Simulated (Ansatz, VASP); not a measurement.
**Te in VASP and in Ansatz**

POSCAR

```
Te
1.0
    4.4540000000      0.0000000000      0.0000000000
   -2.2270000000      3.8572771485      0.0000000000
    0.0000000000      0.0000000000      5.9240000000
Te
3
Direct
    0.7310000000      0.7310000000      0.0000000000
    0.0000000000      0.2690000000      0.6666666667
    0.2690000000      0.0000000000      0.3333333333
```

File INCAR.step1:

```
SYSTEM = Te
PREC = Accurate ; ENCUT = 600
ISMEAR = -1 ; SIGMA = 0.05
LREAL = .False. ; LASPH = .True.
NELM = 100 ; GGA = PE
ALGO = Normal ; EDIFF = 1E-4
LWAVE = .True. ; LCHARG = .False.
```

Contents of INCAR.step2:

```
SYSTEM = Te
PREC = Accurate ; ENCUT = 600
EDIFF = 1E-6 ; ISMEAR = -1
SIGMA = 0.05 ; LREAL = .False.
LASPH = .True. ; NELM = 100
ALGO = Normal ; ISIF = 3
LWAVE = .False. ; LCHARG = .False.
METAGGA = R2SCAN ; LMIXTAU = .True.
IBRION = 2 ; NSW = 60
EDIFFG = -0.01 ; ISTART = 1
```

Contents of KPOINTS:

```
regular mesh
0
Gamma
  7 7 5
  0 0 0
```

File input.yaml:

```yaml
crystal:
  lattice:
    - [4.454, 0.0, 0.0]
    - [-2.227, 3.8572771485, 0.0]
    - [0.0, 0.0, 5.924]
  atoms:
    - { symbol: Te, position: [0.731, 0.731, 0.0] }
    - { symbol: Te, position: [0.0, 0.269, 0.6666666667] }
    - { symbol: Te, position: [0.269, 0.0, 0.3333333333] }
hamiltonian:
  xc: r2scan
  pseudopotentials: { kind: paw }
kpoints:
  mp_grid: { grid: [7, 7, 5] }
scf:
  occupations: { method: fermi_dirac, width: 0.05 }
output:
  forces: true
  stress: true
relax:
  f_tol: 0.01
  max_steps: 40
  cell: { stress_tol: 0.05 }
```

Alike in both runs: task relaxation of cell and atoms; functional r2SCAN; k mesh 7 × 7 × 5; occupations fermi-dirac, width 0.05 eV; no spin polarisation.

|  | VASP | Ansatz |
| --- | --- | --- |
| version | VASP 6.6.1 | Ansatz 0.2.0 |
| potentials or method | VASP PAW PBE potentials, release 64 (Te) | Ansatz PAW |
| plane-wave cutoff (eV) | 600 | 500 |
| valence electrons in the cell | 18 | 48 |

Ansatz gave:

- relaxed volume (Å³/atom): 36.39
- relaxed length of the cell vector where the two differ most in proportion (Å): 4.620

Problem. Estimate VASP's values.

Solution. Relaxed volume (Å³/atom): 36.24; relaxed length of the cell vector where the two differ most in proportion (Å): 4.608.

VASP's potentials were made for PBE, not for r2SCAN. VASP's potentials hold 18 valence electrons a cell and Ansatz's 48, so a difference there can come from the potentials and not from the codes.

Spin-orbit coupling is off throughout. Noted on Ansatz's run: odd divisions of the mesh miss points on the zone boundary, where band edges often lie, so the gap on the mesh can be too wide; the plane-wave basis is chosen anew once the cell has moved, so the energies of steps on either side of that aren't comparable.
